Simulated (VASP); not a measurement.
NaH:

```
Na H
1.0
     3.31916    0.00000    0.00000
    -1.65958    2.87448    0.00000
     0.00000    0.00000    5.83095
Na H
2 2
Direct
  0.00000 0.00000 0.00000
  0.00000 0.00000 0.50000
  0.33333 0.66667 0.25000
  0.66667 0.33333 0.75000
```

Base run:

```yaml
Program: VASP 6.6.1
Functional: r2SCAN
Potentials_or_basis: VASP PAW PBE potentials, release 64 (Na_pv, H)
Cutoff: 520 eV
k_mesh: 12 × 12 × 4
Occupations: gaussian, width 0.01 eV
Spin: no spin polarisation
```

Its results: band gap on the k mesh 4.02 eV (least direct gap 5.07 eV); pressure -0.2 GPa.

**Question.** The run is repeated on the same cell with these changes: functional from r2SCAN to PBE; occupations from gaussian, width 0.01 eV to fermi-dirac, width 0.02 eV. What comes out?

**Answer.** Band gap on the k mesh 3.40 eV (least direct gap 4.51 eV); pressure 0.6 GPa.

Caveats: the PAW data sets were made with another functional, which shifts forces and pressure a little (at least some runs).

A k mesh can miss the band edges.
